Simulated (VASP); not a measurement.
The system is NaInSe.

```
Na In Se
1.0
     4.47840    0.00000    0.00000
     0.00000    4.47840    0.00000
     0.00000    0.00000    4.57154
Na In Se
1 1 1
Direct
  0.00000 0.00000 0.50000
  0.50000 0.50000 0.00000
  0.50000 0.50000 0.50000
```

The cell was built from a structure type or drawn by symmetry, and may not be a known phase.

```yaml
Program: VASP 6.6.1
Task: relaxation of cell and atoms
Functional: PBE
Potentials_or_basis: VASP PAW PBE potentials, release 64 (Na_pv, In_d, Se)
Cutoff: 600 eV
k_mesh: 4 × 4 × 4
Occupations: gaussian, width 0.1 eV
Spin: no spin polarisation
```

At the start: pressure 11.8 GPa; volume 30.56 Å³/atom.

Where does the relaxation end?

Over 9 steps the energy falls by 723.7 meV/atom and the volume is 32.15 Å³/atom (+5.2 %); space group P4/mmm (No. 123, to 0.1 Å) before and after.

The path:
| step | energy change (eV) | largest force (eV/Å) | pressure (GPa) | volume (Å³) |
| --- | --- | --- | --- | --- |
| 1 | 0.0000 | 0.0000 | 11.78 | 91.69 |
| 2 | -1.7818 | 0.0000 | -3.04 | 119.84 |
| 3 | -2.0845 | 0.0000 | -1.45 | 108.71 |
| 4 | -2.0842 | 0.0000 | -1.33 | 108.38 |
| 5 | -2.1303 | 0.0000 | -0.95 | 104.10 |
| 6 | -2.1680 | 0.0000 | -0.18 | 97.97 |
| 7 | -2.1706 | 0.0000 | 0.17 | 95.77 |
| 8 | -2.1707 | 0.0000 | 0.12 | 96.09 |
| 9 | -2.1710 | 0.0000 | -0.05 | 96.44 |

Final structure:
```
Na In Se
1.0
     4.15568    0.00000    0.00000
     0.00000    4.15568    0.00000
     0.00000    0.00000    5.58409
Na In Se
1 1 1
Direct
  0.00000 0.00000 0.50000
  0.50000 0.50000 0.00000
  0.50000 0.50000 0.50000
```

Caveat: a cell axis changed by over 15 % at a fixed basis, so the end point is rough.
